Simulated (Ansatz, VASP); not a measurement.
## NaCl: VASP beside Ansatz

```
CELL_PARAMETERS angstrom
0.00000 2.77511 2.83175
2.83175 0.00000 2.83175
2.83175 2.77511 0.00000
ATOMIC_POSITIONS crystal
Na 0.00000 0.00000 0.00000
Cl 0.50000 0.50000 0.50000
```

Change from the starting cell: strain -0.0200 x Voigt [0, 1, 0, 0, 0, 0], atoms carried along.

Alike in both runs: task single point; functional r2SCAN; k mesh 8 × 8 × 8; occupations gaussian, width 0.05 eV; no spin polarisation.

```csv
,VASP,Ansatz
version,VASP 6.6.1,Ansatz 0.2.0
potentials or method,"VASP PAW PBE potentials, release 64 (Na_pv, Cl), cutoff 520 eV","scalar-relativistic, plane waves, PAW"
valence electrons in the cell,14,16
```

```csv
,VASP,Ansatz,Ansatz less VASP
gap on the k mesh at the Fermi level (eV),5.95,5.92,-0.023
least direct gap on the mesh (eV),5.95,5.92,-0.023
pressure (GPa),-0.4,-0.2,+0.22
"traceless stress, the component that is largest in VASP (GPa)",0.64,0.63,-0.010
```

VASP's potentials were made for PBE, not for r2SCAN. VASP's potentials hold 14 valence electrons a cell and Ansatz's 16, so a difference there can come from the potentials and not from the codes.
